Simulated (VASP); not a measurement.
# InF (F-43m) in VASP: single point with PBE

Aim: the single point of InF with PBE.

Program: VASP 6.6.1. These are calculated values, not measurements. Logs are shortened: lines on timing, memory, paths and dates and some standing lists are left out, and cuts for length are marked.

## (1) The cell of the first run

It takes space group F-43m (No. 216, cubic). Conventional cell: a = 4.575 Å, b = 4.575 Å, c = 4.575 Å, α = 90.00°, β = 90.00°, γ = 90.00°. Within 2.6 Å of In (site symmetry -43m) lie 4 F at 1.98 Å. Within 2.6 Å of F (site symmetry -43m) lie 4 In at 1.98 Å.

## (2) Single point, PBE, non-collinear spin, zero start, spin-orbit coupling

Contents of INCAR:

```
  PREC = Accurate
  ENCUT = 520
  EDIFF = 1E-6
  ISMEAR = 0
  SIGMA = 0.05
  LREAL = F
  LASPH = T
  NELM = 150
  ALGO = Normal
  ISIF = 2
  LWAVE = F
  LCHARG = F
  MAGMOM = 0 0 0 0 0 0
  LORBIT = 11
  LSORBIT = T
  GGA_COMPAT = F
  LORBMOM = T
  GGA = PE
  NBANDS = 32
```

Contents of KPOINTS:

```
regular mesh
0
Gamma
  6 6 6
```

Contents of POSCAR:

```
InF
1.0
    0.0000000000      2.2873462965      2.2873462965
    2.2873462965      0.0000000000      2.2873462965
    2.2873462965      2.2873462965      0.0000000000
In F
1 1
Direct
    0.0000000000      0.0000000000      0.0000000000
    0.2500000000      0.2500000000      0.2500000000
```

Potentials or basis: VASP PAW PBE potentials, release 64 (In_d, F).

Command:

```bash
> cat potpaw_PBE.64/In_d/POTCAR potpaw_PBE.64/F/POTCAR > POTCAR
> mpirun -np 1 vasp_ncl > vasp.out
```

OUTCAR:

```text
PREC = Accurate
   ENCUT = 520
   EDIFF = 1E-6
   ISMEAR = 0
   LREAL = F
   LASPH = T
   NELM = 150
   ISIF = 2
   LORBIT = 11
   LSORBIT = T
   GGA = PE

 ion  position               nearest neighbor table
   1  0.000  0.000  0.000-   2 1.98   2 1.98   2 1.98   2 1.98
   2  0.250  0.250  0.250-   1 1.98   1 1.98   1 1.98   1 1.98

  LATTYP: Found a face centered cubic cell.
 ALAT       =     4.5746925930

  Lattice vectors:

 A1 = (   0.0000000000,   2.2873462965,   2.2873462965)
 A2 = (   2.2873462965,   0.0000000000,   2.2873462965)
 A3 = (   2.2873462965,   2.2873462965,   0.0000000000)

Analysis of symmetry for initial positions (statically):
=====================================================================
 Subroutine PRICEL returns:
 Original cell was already a primitive cell.

 Routine SETGRP: Setting up the symmetry group for a
 face centered cubic supercell.

 Subroutine GETGRP returns: Found 24 space group operations
 (whereof 24 operations were pure point group operations)
 out of a pool of 48 trial point group operations.

The static configuration has the point symmetry T_d .

Analysis of symmetry for dynamics (positions and initial velocities):
=====================================================================
 Subroutine PRICEL returns:
 Original cell was already a primitive cell.

 Routine SETGRP: Setting up the symmetry group for a
 face centered cubic supercell.

 Subroutine GETGRP returns: Found 24 space group operations
 (whereof 24 operations were pure point group operations)
 out of a pool of 48 trial point group operations.

The dynamic configuration has the point symmetry T_d .

Analysis of structural, dynamic, and magnetic symmetry:
=====================================================================
 Subroutine PRICEL returns:
 Original cell was already a primitive cell.

 Routine SETGRP: Setting up the symmetry group for a
 face centered cubic supercell.

 Subroutine GETGRP returns: Found 24 space group operations
 (whereof 24 operations were pure point group operations)
 out of a pool of 48 trial point group operations.

The overall configuration has the point symmetry T_d .

 Subroutine INISYM returns: Found 24 space group operations
 (whereof 24 operations are pure point group operations),
 and found     1 'primitive' translations

----------------------------------------------------------------------------------------

                                     Primitive cell

  volume of cell :      23.9346

  direct lattice vectors                    reciprocal lattice vectors
     0.000000000  2.287346296  2.287346296    -0.218593923  0.218593923  0.218593923
     2.287346296  0.000000000  2.287346296     0.218593923 -0.218593923  0.218593923
     2.287346296  2.287346296  0.000000000     0.218593923  0.218593923 -0.218593923

  length of vectors
     3.234796154  3.234796154  3.234796154     0.378615781  0.378615781  0.378615781

  position of ions in fractional coordinates (direct lattice)
     0.000000000  0.000000000  0.000000000
     0.250000000  0.250000000  0.250000000

  ion indices of the primitive-cell ions
   primitive index   ion index
                 1           1
                 2           2

----------------------------------------------------------------------------------------

 KPOINTS: regular mesh

Automatic generation of k-mesh.
 Grid dimensions read from file:
 generate k-points for:    6    6    6

 Generating k-lattice:

  Cartesian coordinates                     Fractional coordinates (reciprocal lattice)
    -0.036432320  0.036432320  0.036432320     0.166666667  0.000000000  0.000000000
     0.036432320 -0.036432320  0.036432320     0.000000000  0.166666667  0.000000000
[... 95 lines left out ...]

 number of electron      19.9999998 magnetization      -0.0000000     -0.0000000     -0.0000000

 number of electron      19.9999998 magnetization      -0.0000000      0.0000000      0.0000000

 Free energy of the ion-electron system (eV)
  ---------------------------------------------------
  ext. energy  EPLUGINS =         0.00000000
  ---------------------------------------------------
  free energy    TOTEN  =        -2.68146460 eV

  energy without entropy =       -2.67976658  energy(sigma->0) =       -2.68061559

 E-fermi :  12.8985     XC(G=0): -12.1981

 val. band max:       12.8794806825   @ k =  -0.3333   0.3333   0.1667
 cond. band min:      13.4383474411   @ k =   0.5000   0.1667   0.0000
 fundamental gap:      0.5588667586
 Fermi energy:        12.8984609252

 k-point     1 :       0.0000    0.0000    0.0000
  band No.  band energies     occupation
      1     -17.1443      1.00000
      2     -17.1443      1.00000
      3      -4.8429      1.00000
      4      -4.8429      1.00000
      5      -4.8429      1.00000
      6      -4.8429      1.00000
[... 759 lines left out ...]
     31      29.7401      0.00000
     32      29.7518      0.00000

------------------------ aborting loop because EDIFF is reached ----------------------------------------

  FORCE on cell =-STRESS in cart. coord.  units (eV):
  Direction    XX          YY          ZZ          XY          YZ          ZX
  --------------------------------------------------------------------------------------
  -------------------------------------------------------------------------------------
  Total       16.1080139     16.1080139     16.1080139     -0.0000000      0.0000000      0.0000000
  in kB     1078.2682595   1078.2682595   1078.2682595     -0.0000000      0.0000000      0.0000000
  external PRESSURE =    1078.2682595 kB  Pullay stress =       0.0000000 kB

 VOLUME and BASIS-vectors are now :
 -----------------------------------------------------------------------------
  energy-cutoff  :      520.00
  volume of cell :       23.93
      direct lattice vectors                 reciprocal lattice vectors
     0.000000000  2.287346296  2.287346296    -0.218593923  0.218593923  0.218593923
     2.287346296  0.000000000  2.287346296     0.218593923 -0.218593923  0.218593923
     2.287346296  2.287346296  0.000000000     0.218593923  0.218593923 -0.218593923

 POSITION                                       TOTAL-FORCE (eV/Angst)
 -----------------------------------------------------------------------------------
      0.00000      0.00000      0.00000        -0.000000     -0.000000     -0.000000
      1.14367      1.14367      1.14367         0.000000      0.000000      0.000000
 -----------------------------------------------------------------------------------
    total drift:                               -0.000002     -0.000002     -0.000002

  FREE ENERGIE OF THE ION-ELECTRON SYSTEM (eV)
  ---------------------------------------------------
  free  energy   TOTEN  =        -2.6814645950 eV

  energy  without entropy=       -2.6797665802  energy(sigma->0) =       -2.68061559

 orbital moment (x)

 # of ion     p       d       tot
 ----------------------------------------
  1         0.000  -0.000  -0.000
  2        -0.000   0.000  -0.000
 ----------------------------------------
            0.000  -0.000  -0.000

 orbital moment (y)

 # of ion     p       d       tot
 ----------------------------------------
  1        -0.000   0.000   0.000
  2         0.000   0.000   0.000
 ----------------------------------------
           -0.000   0.000   0.000

 orbital moment (z)

 # of ion     p       d       tot
 ----------------------------------------
  1         0.000   0.000   0.000
  2         0.000   0.000   0.000
 ----------------------------------------
            0.000   0.000   0.000

 Spin-Orbit-Coupling matrix elements

 Ion:    1  E_soc:     -0.0647086
 l=   1
     0.0000000    -0.0046440    -0.0046440
    -0.0046440     0.0000000    -0.0046440
    -0.0046440    -0.0046440     0.0000000
 l=   2
     0.0000000    -0.0011272     0.0000000    -0.0011272    -0.0050136
    -0.0011272     0.0000000    -0.0037602    -0.0011272    -0.0012534
     0.0000000    -0.0037602     0.0000000    -0.0037602     0.0000000
    -0.0011272    -0.0011272    -0.0037602     0.0000000    -0.0012534
    -0.0050136    -0.0012534     0.0000000    -0.0012534     0.0000000
 l=   3
     0.0000000     0.0000000     0.0000000     0.0000000     0.0000000     0.0000000     0.0000000
     0.0000000     0.0000000     0.0000000     0.0000000     0.0000000     0.0000000     0.0000000
     0.0000000     0.0000000     0.0000000     0.0000000     0.0000000     0.0000000     0.0000000
     0.0000000     0.0000000     0.0000000     0.0000000     0.0000000     0.0000000     0.0000000
     0.0000000     0.0000000     0.0000000     0.0000000     0.0000000     0.0000000     0.0000000
     0.0000000     0.0000000     0.0000000     0.0000000     0.0000000     0.0000000     0.0000000
     0.0000000     0.0000000     0.0000000     0.0000000     0.0000000     0.0000000     0.0000000

 Ion:    2  E_soc:     -0.0005826
 l=   1
     0.0000000    -0.0000971    -0.0000971
    -0.0000971     0.0000000    -0.0000971
    -0.0000971    -0.0000971     0.0000000
 l=   2
     0.0000000     0.0000000     0.0000000     0.0000000     0.0000000
     0.0000000     0.0000000     0.0000000     0.0000000     0.0000000
     0.0000000     0.0000000     0.0000000     0.0000000     0.0000000
     0.0000000     0.0000000     0.0000000     0.0000000     0.0000000
     0.0000000     0.0000000     0.0000000     0.0000000     0.0000000
 l=   3
     0.0000000     0.0000000     0.0000000     0.0000000     0.0000000     0.0000000     0.0000000
     0.0000000     0.0000000     0.0000000     0.0000000     0.0000000     0.0000000     0.0000000
     0.0000000     0.0000000     0.0000000     0.0000000     0.0000000     0.0000000     0.0000000
     0.0000000     0.0000000     0.0000000     0.0000000     0.0000000     0.0000000     0.0000000
     0.0000000     0.0000000     0.0000000     0.0000000     0.0000000     0.0000000     0.0000000
     0.0000000     0.0000000     0.0000000     0.0000000     0.0000000     0.0000000     0.0000000
     0.0000000     0.0000000     0.0000000     0.0000000     0.0000000     0.0000000     0.0000000

 total charge

# of ion       s       p       d       tot
------------------------------------------
    1        0.883   0.773  10.088  11.744
    2        1.810   4.454   0.000   6.265
--------------------------------------------------
tot          2.693   5.227  10.088  18.009

 magnetization (x)

# of ion       s       p       d       tot
------------------------------------------
    1       -0.000   0.000  -0.000  -0.000
    2       -0.000   0.000   0.000   0.000
--------------------------------------------------
tot         -0.000   0.000  -0.000   0.000

 magnetization (y)

# of ion       s       p       d       tot
------------------------------------------
    1        0.000  -0.000  -0.000  -0.000
    2        0.000   0.000   0.000   0.000
--------------------------------------------------
tot          0.000   0.000  -0.000   0.000

 magnetization (z)

# of ion       s       p       d       tot
------------------------------------------
    1       -0.000  -0.000   0.000  -0.000
    2        0.000   0.000   0.000   0.000
--------------------------------------------------
tot         -0.000  -0.000   0.000  -0.000
```

Wall time 62 s (1 thread of Intel Xeon 8259CL, shared host); peak memory 0.21 GiB.

Results:

- Free energy: -2.6815 eV
- Pressure: 107.8 GPa
- Net moment: 0.00 μB per cell
- Valence electrons inside the program's atomic spheres: In 11.74; F 6.26

Moments on the atoms (μB; x, y, z):
```
In  0.00 0.00 0.00
F   0.00 0.00 0.00
```

Caveat: the k points lie up to 0.40 Å⁻¹ apart.
